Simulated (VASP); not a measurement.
# MgTlIr2 (I4/mcm) in VASP: single point with PBE

Aim: the single point of MgTlIr2 with PBE.

Program: VASP 6.6.1. These are calculated values, not measurements. Logs are shortened: lines on timing, memory, paths and dates and some standing lists are left out, and cuts for length are marked.

## (1) The cell of the first run

It takes space group I4/mcm (No. 140, tetragonal). Conventional cell: a = 7.508 Å, b = 7.508 Å, c = 5.840 Å, α = 90.00°, β = 90.00°, γ = 90.00°. Within 3.8 Å of Tl (site symmetry 422) lie 2 Tl at 2.92 Å and 8 Ir at 3.16 Å and 4 Mg at 3.75 Å. Ir (site symmetry m2m) has 2 Mg at 2.29 Å within 3.0 Å. Within 3.0 Å of Mg (site symmetry -42m) lie 4 Ir at 2.29 Å and 2 Mg at 2.92 Å.

## (2) Single point, PBE

INCAR reads:

```
ALGO = Normal ; EDIFF = 1E-6
ENCUT = 520 ; GGA = PE
ISIF = 2 ; ISMEAR = -1
LASPH = True ; LCHARG = False
LREAL = False ; LWAVE = False
NBANDS = 43 ; NELM = 100
PREC = Accurate ; SIGMA = 0.0323
```

KPOINTS reads:

```
k-points
0
Gamma
  7 7 7
```

POSCAR reads:

```
MgTlIr2
1.0
    0.0000000000      0.0000000000      5.8403580000
    3.7539890000     -3.7539890000      2.9201790000
    3.7539890000      3.7539890000     -2.9201790000
Tl Ir Mg
2 4 2
Direct
    0.2500000000      0.0000000000      0.0000000000
    0.7500000000      0.0000000000      0.0000000000
    0.6667000000      0.5000000000      0.8334000000
    0.1667000000      0.1666000000      0.5000000000
    0.3333000000      0.5000000000      0.1666000000
    0.8333000000      0.8334000000      0.5000000000
    0.7500000000      0.5000000000      0.5000000000
    0.2500000000      0.5000000000      0.5000000000
```

Potentials or basis: VASP PAW PBE potentials, release 64 (Tl_d, Ir, Mg).

Run with:

```bash
cat potpaw_PBE.64/Tl_d/POTCAR potpaw_PBE.64/Ir/POTCAR potpaw_PBE.64/Mg/POTCAR > POTCAR
mpirun -np 1 vasp_std > vasp.out
```

OUTCAR:

```text
EDIFF = 1E-6
   ENCUT = 520
   GGA = PE
   ISIF = 2
   ISMEAR = -1
   LASPH = True
   LREAL = False
   NELM = 100
   PREC = Accurate

 ion  position               nearest neighbor table
   1  0.250  0.000  0.000-   2 2.92   2 2.92   4 3.16   5 3.16   4 3.16   6 3.16   3 3.16   5 3.16
                             6 3.16   3 3.16   8 3.75   8 3.75   7 3.75   7 3.75
   2  0.750  0.000  0.000-   1 2.92   1 2.92   3 3.16   4 3.16   5 3.16   6 3.16   6 3.16   3 3.16
                             5 3.16   4 3.16   7 3.75   7 3.75   8 3.75   8 3.75
   3  0.667  0.500  0.833-   7 2.29   8 2.29   2 3.16   1 3.16   1 3.16   2 3.16   5 3.41   5 3.41

   4  0.167  0.167  0.500-   7 2.29   8 2.29   2 3.16   1 3.16   1 3.16   2 3.16   6 3.41   6 3.41

   5  0.333  0.500  0.167-   7 2.29   8 2.29   1 3.16   1 3.16   2 3.16   2 3.16   3 3.41   3 3.41

   6  0.833  0.833  0.500-   7 2.29   8 2.29   1 3.16   2 3.16   2 3.16   1 3.16   4 3.41   4 3.41

   7  0.750  0.500  0.500-   3 2.29   4 2.29   5 2.29   6 2.29   8 2.92   8 2.92   1 3.75   2 3.75
                             2 3.75   1 3.75
   8  0.250  0.500  0.500-   3 2.29   4 2.29   5 2.29   6 2.29   7 2.92   7 2.92   2 3.75   1 3.75
                             1 3.75   2 3.75

  LATTYP: Found a body centered tetragonal cell.
 ALAT       =     7.5079780000
 C/A-ratio  =     0.7778869357

  Lattice vectors:

 A1 = (   3.7539890000,  -3.7539890000,  -2.9201790000)
 A2 = (  -3.7539890000,   3.7539890000,  -2.9201790000)
 A3 = (   3.7539890000,   3.7539890000,   2.9201790000)

Analysis of symmetry for initial positions (statically):
=====================================================================
 Subroutine PRICEL returns:
 Original cell was already a primitive cell.

 Routine SETGRP: Setting up the symmetry group for a
 body centered tetragonal supercell.

 Subroutine GETGRP returns: Found 16 space group operations
 (whereof  8 operations were pure point group operations)
 out of a pool of 16 trial point group operations.

The static configuration has the point symmetry C_4h.
 The point group associated with its full space group is D_4h.

Analysis of symmetry for dynamics (positions and initial velocities):
=====================================================================
 Subroutine PRICEL returns:
 Original cell was already a primitive cell.

 Routine SETGRP: Setting up the symmetry group for a
 body centered tetragonal supercell.

 Subroutine GETGRP returns: Found 16 space group operations
 (whereof  8 operations were pure point group operations)
 out of a pool of 16 trial point group operations.

The dynamic configuration has the point symmetry C_4h.
 The point group associated with its full space group is D_4h.

 Subroutine INISYM returns: Found 16 space group operations
 (whereof  8 operations are pure point group operations),
 and found     1 'primitive' translations

----------------------------------------------------------------------------------------

                                     Primitive cell

  volume of cell :     164.6097

  direct lattice vectors                    reciprocal lattice vectors
     0.000000000  0.000000000  5.840358000     0.000000000  0.133191653  0.171222381
     3.753989000 -3.753989000  2.920179000     0.133191653 -0.133191653  0.000000000
     3.753989000  3.753989000 -2.920179000     0.133191653  0.133191653  0.000000000

  length of vectors
     5.840358000  6.059068593  6.059068593     0.216926531  0.188361442  0.188361442

  position of ions in fractional coordinates (direct lattice)
     0.250000000  0.000000000  0.000000000
     0.750000000  0.000000000  0.000000000
     0.666700000  0.500000000  0.833400000
     0.166700000  0.166600000  0.500000000
     0.333300000  0.500000000  0.166600000
     0.833300000  0.833400000  0.500000000
     0.750000000  0.500000000  0.500000000
     0.250000000  0.500000000  0.500000000

  ion indices of the primitive-cell ions
   primitive index   ion index
                 1           1
                 2           2
                 3           3
                 4           4
                 5           5
                 6           6
                 7           7
                 8           8

----------------------------------------------------------------------------------------

 KPOINTS: k-points

Automatic generation of k-mesh.
 Grid dimensions read from file:
 generate k-points for:    7    7    7

 Generating k-lattice:

  Cartesian coordinates                     Fractional coordinates (reciprocal lattice)
     0.000000000  0.019027379  0.024460340     0.142857143  0.000000000  0.000000000
     0.019027379 -0.019027379  0.000000000     0.000000000  0.142857143  0.000000000
     0.019027379  0.019027379  0.000000000     0.000000000  0.000000000  0.142857143

  Length of vectors
     0.030989504  0.026908777  0.026908777

  Shift w.r.t. Gamma in fractional coordinates (k-lattice)
     0.000000000  0.000000000  0.000000000

 Subroutine IBZKPT returns following result:
 ===========================================

 Found     40 irreducible k-points:

 Following reciprocal coordinates:
            Coordinates               Weight
  0.000000  0.000000  0.000000      1.000000
  0.142857  0.000000 -0.000000      8.000000
  0.285714  0.000000  0.000000      8.000000
  0.428571 -0.000000  0.000000      8.000000
  0.000000  0.142857  0.000000      4.000000
  0.285714  0.142857 -0.000000      8.000000
[... 16 lines left out ...]
 -0.285714  0.285714  0.142857      8.000000
  0.000000  0.428571  0.142857      8.000000
 [... further k-points ...]
   k-points           NKPTS =     40   k-points in BZ     NKDIM =     40   number of bands    NBANDS=     43
   number of dos      NEDOS =    301   number of ions     NIONS =      8
   total plane-waves  NPLWV = 110592
   dimension x,y,z NGX =    48 NGY =   48 NGZ =   48
   dimension x,y,z NGXF=    96 NGYF=   96 NGZF=   96
   ions per type =               2   4   2
   NGX,Y,Z   is equivalent  to a cutoff of  13.66, 13.17, 13.17 a.u.
   NGXF,Y,Z  is equivalent  to a cutoff of  27.33, 26.34, 26.34 a.u.
 SYSTEM =  unknown system
   PREC   = accura    normal or accurate (medium, high low for compatibility)
   ISTART =      0    job   : 0-new  1-cont  2-samecut
   ICHARG =      2    charge: 1-file 2-atom 10-const
   ISPIN  =      1    spin polarized calculation?
   LNONCOLLINEAR =      F non collinear calculations
   LSORBIT =      F    spin-orbit coupling
   LASPH  =      T    aspherical Exc in radial PAW
   ENCUT  =  520.0 eV  38.22 Ry    6.18 a.u.  10.86 11.27 11.27*2*pi/ulx,y,z
   NELM   =    100;   NELMIN=  2; NELMDL= -5     # of ELM steps
   EDIFF  = 0.1E-05   stopping-criterion for ELM
   LREAL  =      F    real-space projection
   EDIFFG = 0.1E-04   stopping-criterion for IOM
   NSW    =      0    number of steps for IOM
   IBRION =     -1    ionic relax: 0-MD 1-quasi-New 2-CG
   NFREE  =      0    steps in history (QN), initial steepest desc. (CG)
   ISIF   =      2    stress and relaxation
   ISYM   =      2    0-nonsym 1-usesym 2-fastsym
   POTIM  = 0.5000    time-step for ionic-motion
   TEBEG  =    0.0;   TEEND  =   0.0 temperature during run
   PSTRESS=    0.0 pullay stress
   NELECT =      66.0000    total number of electrons
   NUPDOWN=      -1.0000    fix difference up-down
   EMIN   =  10.00;   EMAX   =-10.00  energy-range for DOS
   EFERMI =   0.00;   METHOD = LEGACY
   ISMEAR =    -1;   SIGMA  =   0.03  broadening in eV -4-tet -1-fermi 0-gaus
   EFERMI_NEDOS =   21; number of points for ismear=-14 and -15
   IALGO  =     38    algorithm
   IMIX   =      4    mixing-type and parameters
     AMIX     =   0.40;   BMIX     =  1.00
     AMIX_MAG =   1.60;   BMIX_MAG =  1.00
  volume/ion in A,a.u.               =      20.58       138.86
  Fermi-wavevector in a.u.,A,eV,Ry     =   1.207177  2.281234 19.827451  1.457277
  Thomas-Fermi vector in A             =   2.342823
   LORBIT       =      0    0 simple, 1 ext, 2 COOP (PROOUT), +10 PAW based schemes
   GGA     = PE    functional components
   LHFCALC =     F    Hartree Fock is set to
   AEXX    =    0.0000 exact exchange contribution
   IVDW    =     0    specifies the selected vdW correction
   LEPSILON=     F    determine dielectric tensor
   LRPA    =     F    only Hartree local field effects (RPA)
 non-spin polarized calculation
  energy-cutoff  :      520.00
  volume of cell :      164.61
 maximum number of plane-waves:      4449
 NGX is ok and might be reduce to    48
   NGX = 21   NGY = 23   NGZ = 23

 number of electron      65.9999995 magnetization

 Free energy of the ion-electron system (eV)
  ---------------------------------------------------
  ext. energy  EPLUGINS =         0.00000000
  ---------------------------------------------------
  free energy    TOTEN  =       -30.83782672 eV

  energy without entropy =      -30.81250501  energy(sigma->0) =      -30.82516587

 E-fermi :   5.0403     XC(G=0): -10.9460

 val. band max:        5.0362819477   @ k =   0.1429   0.2857   0.1429
 cond. band min:       5.0515527935   @ k =   0.0000   0.4286   0.4286
 fundamental gap:      0.0152708458
 Fermi energy:         5.0403378279

 k-point     1 :       0.0000    0.0000    0.0000
  band No.  band energies     occupation
      1      -7.1067      2.00000
      2      -6.5059      2.00000
      3      -6.5059      2.00000
      4      -6.0794      2.00000
      5      -6.0187      2.00000
      6      -5.9419      2.00000
[... 35 lines left out ...]
     42       7.8555      0.00000
     43      10.4056      0.00000

 k-point     2 :       0.1429    0.0000   -0.0000
  band No.  band energies     occupation
      1      -7.0245      2.00000
      2      -6.4711      2.00000
      3      -6.4710      2.00000
      4      -6.0716      2.00000
      5      -6.0170      2.00000
      6      -5.9468      2.00000
[... 35 lines left out ...]
     42       8.7822      0.00000
     43      10.4656      0.00000

 k-point     3 :       0.2857    0.0000    0.0000
  band No.  band energies     occupation
      1      -6.7939      2.00000
      2      -6.3723      2.00000
      3      -6.3718      2.00000
      4      -6.0500      2.00000
      5      -6.0102      2.00000
      6      -5.9620      2.00000
[... 35 lines left out ...]
     42      10.2468      0.00000
     43      10.9875      0.00000

 k-point     4 :       0.4286   -0.0000    0.0000
  band No.  band energies     occupation
      1      -6.4625      2.00000
      2      -6.2256      2.00000
      3      -6.2247      2.00000
      4      -6.1024      2.00000
      5      -6.0576      2.00000
      6      -6.0571      2.00000
[... 863 lines left out ...]
     42       9.7193      0.00000
     43       9.7470      0.00000

 k-point    23 :      -0.2857    0.2857    0.1429
  band No.  band energies     occupation
      1      -6.7923      2.00000
      2      -6.3830      2.00000
      3      -6.3489      2.00000
      4      -6.0418      2.00000
      5      -6.0199      2.00000
      6      -5.9653      2.00000
[... 35 lines left out ...]
     42       9.9870      0.00000
     43      10.2120      0.00000

 k-point    24 :       0.0000    0.4286    0.1429
  band No.  band energies     occupation
      1      -7.1027      2.00000
      2      -6.5080      2.00000
      3      -6.4765      2.00000
      4      -6.0607      2.00000
      5      -6.0463      2.00000
      6      -5.9433      2.00000
[... 35 lines left out ...]
     42      10.5911      0.00000
     43      11.3590      0.00000

 [... further k-points ...]
[... 5 lines left out ...]
  --------------------------------------------------------------------------------------
  -------------------------------------------------------------------------------------
  Total       -2.0238646     -2.0238646     13.9904468      0.0000000      0.0000000     -0.0000000
  in kB      -19.6986552    -19.6986552    136.1716534      0.0000000      0.0000000     -0.0000000
  external PRESSURE =      32.2581143 kB  Pullay stress =       0.0000000 kB

 VOLUME and BASIS-vectors are now :
 -----------------------------------------------------------------------------
  energy-cutoff  :      520.00
  volume of cell :      164.61
      direct lattice vectors                 reciprocal lattice vectors
     0.000000000  0.000000000  5.840358000     0.000000000  0.133191653  0.171222381
     3.753989000 -3.753989000  2.920179000     0.133191653 -0.133191653  0.000000000
     3.753989000  3.753989000 -2.920179000     0.133191653  0.133191653  0.000000000

 POSITION                                       TOTAL-FORCE (eV/Angst)
 -----------------------------------------------------------------------------------
      0.00000      0.00000      1.46009         0.000000     -0.000000      0.000000
      0.00000      0.00000      4.38027        -0.000000     -0.000000      0.000000
      5.00557      1.25158      2.92018         3.614684      3.614684      0.000000
      2.50241      1.25158      0.00000        -3.614684      3.614684      0.000000
      2.50241     -1.25158      2.92018        -3.614684     -3.614684     -0.000000
      5.00557     -1.25158      5.84036         3.614684     -3.614684     -0.000000
      3.75399      0.00000      4.38027         0.000000     -0.000000      0.000000
      3.75399      0.00000      1.46009         0.000000     -0.000000      0.000000
 -----------------------------------------------------------------------------------
    total drift:                               -0.000000     -0.000000      0.000000

  FREE ENERGIE OF THE ION-ELECTRON SYSTEM (eV)
  ---------------------------------------------------
  free  energy   TOTEN  =       -30.8378267222 eV

  energy  without entropy=      -30.8125050133  energy(sigma->0) =      -30.82516587
```

It took 2.2 min on 1 thread of Intel Xeon 6975P-C (Granite Rapids), shared host; peak memory 0.47 GiB.

Results:

```yaml
Free_energy: -30.8378 eV
Pressure: 3.2 GPa
Largest_force: 5.112 eV/Å
Band_gap_on_the_k_mesh: zero (bands 33 and 34 overlap by 0.61 eV)
```

Forces in eV/Å, atoms in the order of the input:
```
Tl   0.000  0.000  0.000
Tl   0.000  0.000  0.000
Ir   3.615  3.615  0.000
Ir  -3.615  3.615  0.000
Ir  -3.615 -3.615  0.000
Ir   3.615 -3.615  0.000
Mg   0.000  0.000  0.000
Mg   0.000  0.000  0.000
```

Stress tensor (GPa, compression positive):
```
-1.97  0.00  0.00
 0.00 -1.97  0.00
 0.00  0.00 13.62
```

Caveat: the stress differs along the axes, from -2 to 14 GPa; spin-orbit coupling is left out, which moves the levels of the heavy elements; forces of over 1 eV/Å act on the atoms, so gaps and moduli don't describe the material at rest.
